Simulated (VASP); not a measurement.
Wanted: the native input for a VASP 6.6.1 run.

```yaml
Task: single point
Functional: PBE
Potentials_or_basis: VASP PAW PBE potentials, release 64 (Gd, Ir, Cl)
Cutoff: 520 eV
k_mesh: 6 × 6 × 4
Occupations: gaussian, width 0.1 eV
Spin: collinear spin, ferromagnetic start
Starting_moments: "[7.0, 1.0, 1.0, 0.0] μB"
Dipole_correction: no
Further_INCAR_settings: ALGO = Normal; EDIFF = 1e-06; NBANDS = 34
```

The structure of GdIr2Cl lies in POSCAR:

```
GdIr2Cl
1.0
    4.5879485400      0.0000000000      0.0000000000
   -2.2939742700      3.9732799900      0.0000000000
    0.0000000000      0.0000000000      5.4901142700
Gd Ir Cl
1 2 1
Direct
    0.0000000000      0.0000000000      0.5000000000
    0.3333333300      0.6666666700      0.5000000000
    0.6666666700      0.3333333300      0.5000000000
    0.0000000000      0.0000000000      0.0000000000
```

The cell was built from a structure type or drawn by symmetry, and may not be a known phase.

These files were run (other wordings do the same):

INCAR

```
PREC = Accurate
ENCUT = 520
EDIFF = 1E-6
ISMEAR = 0
SIGMA = 0.1
LREAL = F
LASPH = T
NELM = 150
ALGO = Normal
ISIF = 2
LWAVE = F
LCHARG = F
ISPIN = 2
MAGMOM = 7 1 1 0
LORBIT = 11
LMAXMIX = 6
GGA = PE
NBANDS = 34
```

KPOINTS

```
Automatic mesh
0
Gamma
  6 6 4
```

Potentials or basis: VASP PAW PBE potentials, release 64 (Gd, Ir, Cl).

Launch:

```console
$ cat potpaw_PBE.64/Gd/POTCAR potpaw_PBE.64/Ir/POTCAR potpaw_PBE.64/Cl/POTCAR > POTCAR
$ mpirun -np 1 vasp_std > vasp.out
```

It gave:

```
Pressure                                              : 9.2 GPa
Net moment                                            : 7.21 μB per cell
Site moments                                          : Gd +6.68; Ir +0.13; Cl -0.01 μB
Valence electrons inside the program's atomic spheres : Gd 15.51; Ir 8.27; Cl 5.12
```

Caveat: the cell stands under pressure; a cell with one magnetic atom can't hold antiferromagnetic order, which such compounds often take.

It took 8.4 min on 1 thread of AMD EPYC 7R13 Processor (Zen 3), with other jobs on the host, peak memory 0.33 GiB.
